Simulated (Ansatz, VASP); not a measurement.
Mg2ZnO3 in VASP and in Ansatz

Contents of INCAR:

```
  PREC = Accurate
  ENCUT = 520
  EDIFF = 1E-6
  ISMEAR = 0
  SIGMA = 0.05
  LREAL = F
  LASPH = T
  NELM = 80
  ALGO = Normal
  ISIF = 2
  LWAVE = F
  LCHARG = F
  GGA = CA
  NBANDS = 26
```

File KPOINTS:

```
Automatic mesh
0
Gamma
  12 12 4
```

The input POSCAR:

```
Mg2ZnO3
1.0
    2.9587961137      0.0000000000      0.0000000000
   -1.4793980569      2.5623925991      0.0000000000
    0.0000000000      0.0000000000      7.2124455117
Mg Zn O
2 1 3
Direct
    0.3316794146      0.6609044945      0.6653203457
    0.6650127479      0.3275711612      0.3327868937
    0.0082695938      0.0288108607      0.0047319013
    0.3316794146      0.6609044945      0.1702105603
    0.6650127479      0.3275711612      0.8278966791
   -0.0016539188     -0.0057621721      0.4990536197
```

Input for Ansatz:

```yaml
crystal:
  lattice:
    - [2.9587961137, 0.0, 0.0]
    - [-1.4793980569, 2.5623925991, 0.0]
    - [0.0, 0.0, 7.2124455117]
  atoms:
    - { symbol: Mg, position: [0.3316794146, 0.6609044945, 0.6653203457] }
    - { symbol: Mg, position: [0.6650127479, 0.3275711612, 0.3327868937] }
    - { symbol: Zn, position: [0.0082695938, 0.0288108607, 0.0047319013] }
    - { symbol: O, position: [0.3316794146, 0.6609044945, 0.1702105603] }
    - { symbol: O, position: [0.6650127479, 0.3275711612, 0.8278966791] }
    - { symbol: O, position: [-0.0016539188, -0.0057621721, 0.4990536197] }
basis:
  ecutwfc: 420
kpoints:
  mp_grid: { grid: [12, 12, 4] }
hamiltonian:
  xc: lda
scf:
  occupations: { method: gaussian, width: 0.05 }
output:
  forces: true
  stress: true
  eigenvalues: true
```

Change from the starting cell: all Zn atoms moved 0.1 Å in one direction.

Alike in both runs: task single point; functional LDA; k mesh 12 × 12 × 4; occupations gaussian, width 0.05 eV; no spin polarisation.

|  | VASP | Ansatz |
| --- | --- | --- |
| version | VASP 6.6.1 | Ansatz 0.2.0 |
| potentials or method | VASP PAW LDA potentials, release 64 (Mg, Zn, O), cutoff 520 eV | scalar-relativistic, plane waves, PAW |
| valence electrons in the cell | 34 | 50 |

|  | VASP | Ansatz | Ansatz less VASP |
| --- | --- | --- | --- |
| gap on the k mesh at the Fermi level (eV) | 3.34 | 3.35 | +0.003 |
| least direct gap on the mesh (eV) | 3.42 | 3.42 | +0.003 |
| pressure (GPa) | -0.6 | 0.3 | +0.89 |
| traceless stress, the component that is largest in VASP (GPa) | 0.49 | 0.46 | -0.034 |
| rms of the force components (eV/Å) | 0.224 | 0.212 | -0.0116 |

LDA's correlation is that of Perdew and Zunger in VASP and of Perdew and Wang (1992) in Ansatz. Atom by atom the forces differ by 0.034 eV/Å (rms over components). VASP's potentials hold 34 valence electrons a cell and Ansatz's 50, so a difference there can come from the potentials and not from the codes.
